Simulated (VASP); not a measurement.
Set up this calculation in VASP 6.6.1, as the native input.

```yaml
Task: single point
Functional: RPBE
Dispersion: D3(BJ)
Potentials_or_basis: VASP PAW PBE potentials, release 64 (Sr_sv, O)
Cutoff: 520 eV
k_mesh: 9 × 9 × 9
Occupations: fermi-dirac, width 0.05 eV
Spin: no spin polarisation
Dipole_correction: no
Further_INCAR_settings: ALGO = Normal; EDIFF = 1e-07; NBANDS = 15
```

The structure of SrO lies in POSCAR:

```
SrO
1.0
    0.0000000000      2.4509173858      2.4509173858
    2.4509173858      0.0000000000      2.4509173858
    2.4509173858      2.4509173858      0.0000000000
Sr O
1 1
Direct
    0.5000000000      0.5000000000      0.5000000000
    0.0000000000      0.0000000000      0.0000000000
```

One way to write it, as run:

INCAR

```
SYSTEM = SrO
PREC     = Accurate       ! precision mode
ENCUT    = 520            ! plane-wave cutoff, eV
EDIFF    = 1E-7           ! SCF threshold, eV
ISMEAR   = -1             ! smearing method
SIGMA    = 0.05           ! smearing width, eV
LREAL    = .FALSE.        ! projectors in reciprocal space
LASPH    = .TRUE.         ! aspherical terms in the spheres
NELM     = 80             ! most SCF steps
ALGO     = Normal         ! electronic algorithm
ISIF     = 2              ! what is computed and relaxed
LWAVE    = .FALSE.        ! write WAVECAR
LCHARG   = .FALSE.        ! write CHGCAR
GGA      = RP             ! functional
IVDW     = 12             ! dispersion correction
NBANDS   = 15             ! bands
```

KPOINTS

```
regular mesh
0
G
  9 9 9
  0 0 0
```

Potentials or basis: VASP PAW PBE potentials, release 64 (Sr_sv, O).

The run is started by

```sh
$ cat potpaw_PBE.64/Sr_sv/POTCAR potpaw_PBE.64/O/POTCAR > POTCAR
$ mpirun -np 1 vasp_std > vasp.out
```

It gave:

| Quantity | Value |
| --- | --- |
| Pressure | 1.1 GPa |
| Band gap on the k mesh | 3.28 eV, direct |
| Dispersion energy per atom | -1.954 eV |

Caveat: the PAW data sets were made with another functional, which shifts forces and pressure a little.

It took 10 s on 1 thread of AMD EPYC 9R45 96-Core Processor (Zen 5), with other jobs on the host, peak memory 0.13 GiB.
